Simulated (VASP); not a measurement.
Runs of VASP 6.6.1 on Ti. The structure is that of space group Im-3m (No. 229), or close to it. The cells are those of the table. This isn't the form of Ti at room conditions, which is hcp.

```csv
cell,gap on the mesh (eV),pressure (GPa)
"a = 2.913 Å, angles 109.5°, 1 atom",none,-9.1
"a = 2.724 Å, angles 110.2, 110.2, 108.1°, 1 atom",none,(a)
"a = 2.748 Å, angles 110.9, 110.9, 106.7°, 1 atom",none,(b)
"a = 2.771 Å, angles 109.5°, 1 atom",none,6.3
"a = 2.984 Å, angles 109.5°, 1 atom",none,-14.2
"a = 2.748 Å, angles 108.8, 108.8, 110.9°, 1 atom",none,9.8
"a = 2.700 Å, angles 109.5°, 1 atom",none,17.8
```

Alike in all rows: task single point; level r2SCAN; potentials or basis VASP PAW PBE potentials, release 64 (Ti_sv); no spin polarisation; k mesh 20 × 20 × 20; cutoff (eV) 520; smearing gaussian 0.15 eV.

Question: Fill in the values left out.

Answer: (a) 13.7; (b) 10.0.

Caveats: the PAW data sets were made with another functional, which shifts forces and pressure a little; the cell stands under pressure (at least some runs); the cell stands under tension (at least some runs).

A gap of «none» marks levels without a gap at the run's occupations.
